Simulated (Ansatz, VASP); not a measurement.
**Two plane-wave programs on Mo**

The input INCAR:

```
ALGO = Normal ; EDIFF = 1E-7
EDIFFG = -0.005 ; ENCUT = 600
GGA = CA ; IBRION = 2
ISIF = 3 ; ISMEAR = 0
LASPH = T ; LCHARG = F
LREAL = F ; LWAVE = F
NELM = 60 ; NSW = 100
PREC = Accurate ; SIGMA = 0.1
```

Contents of KPOINTS:

```
k-points
0
Gamma
  18 18 18
```

Contents of POSCAR:

```
Mo
1.0
   -1.5710000000      1.5710000000      1.5710000000
    1.5710000000     -1.5710000000      1.5710000000
    1.5710000000      1.5710000000     -1.5710000000
Mo
1
Direct
    0.0000000000      0.0000000000      0.0000000000
```

Input for Ansatz:

```yaml
crystal:
  lattice:
    - [-1.571, 1.571, 1.571]
    - [1.571, -1.571, 1.571]
    - [1.571, 1.571, -1.571]
  atoms:
    - { symbol: Mo, position: [0.0, 0.0, 0.0] }
basis:
  ecutwfc: 420
kpoints:
  mp_grid: { grid: [18, 18, 18] }
hamiltonian:
  xc: lda
scf:
  occupations: { method: gaussian, width: 0.1 }
output:
  forces: true
  stress: true
  eigenvalues: true
relax:
  adjacent_minimum: "off"
  f_tol: 0.005
  max_steps: 80
  cell: { stress_tol: 0.05 }
```

Alike in both runs: task relaxation of cell and atoms; functional LDA; k mesh 18 × 18 × 18; occupations gaussian, width 0.1 eV; no spin polarisation.

|  | VASP | Ansatz |
| --- | --- | --- |
| version | VASP 6.6.1 | Ansatz 0.2.0 |
| potentials or method | VASP PAW LDA potentials, release 64 (Mo_sv), cutoff 600 eV | scalar-relativistic, plane waves, PAW |
| valence electrons in the cell | 14 | 14 |

```tsv
	VASP	Ansatz	Ansatz less VASP
gap on the k mesh at the Fermi level, each at its own relaxed structure (eV)	none	none	-
relaxed volume (Å³/atom)	15.12	15.06	-0.065
relaxed cell length with the largest relative difference (Å)	2.698	2.694	-0.0039
```

LDA's correlation is that of Perdew and Zunger in VASP and of Perdew and Wang (1992) in Ansatz. A gap of «none» marks a metal or a gap that the smearing closes.
